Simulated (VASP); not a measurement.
Write the native input for VASP 6.6.1 that does the following.

* Task: single point
* Functional: LDA
* Potentials or basis: VASP PAW LDA potentials, release 64 (Al)
* Cutoff: 520 eV
* k mesh: 20 × 20 × 20
* Occupations: gaussian, width 0.15 eV
* Spin: no spin polarisation
* Dipole correction: no
* Further INCAR settings: ALGO = Normal; EDIFF = 1e-06; NBANDS = 8

The structure of Al lies in POSCAR:

```
Al
1.0
    0.0000000000      2.1251790000      2.0745795000
    2.1251790000      0.0000000000      2.0745795000
    2.1251790000      2.1251790000      0.0000000000
Al
1
Direct
    0.0000000000      0.0000000000      0.0000000000
```

This cell differs from its parent crystal: strain +0.050 along x and y, +0.025 along z.

These files were run (other wordings do the same):

INCAR

```
SYSTEM = Al
PREC = Accurate
ENCUT = 520
EDIFF = 1E-6
ISMEAR = 0
SIGMA = 0.15
LREAL = .FALSE.
LASPH = .TRUE.
NELM = 60
ALGO = Normal
ISIF = 2
LWAVE = .FALSE.
LCHARG = .FALSE.
NBANDS = 8
```

KPOINTS

```
Automatic mesh
0
G
  20 20 20
  0 0 0
```

Potentials or basis: VASP PAW LDA potentials, release 64 (Al).

The run is started by

```sh
$ cat potpaw_LDA.64/Al/POTCAR > POTCAR
$ mpirun -np 1 vasp_std > vasp.out
```

Results of the run:

```
Pressure               : -9.5 GPa
Band gap on the k mesh : zero (an odd number of electrons rules out a gap without spin polarisation)
```

Caveat: the cell differs from its parent crystal (strain +0.050 along x and y, +0.025 along z); the cell stands under tension.

Run time: 50 s on 1 thread of Intel Xeon 8259CL, with other jobs on the host, peak memory 0.19 GiB.
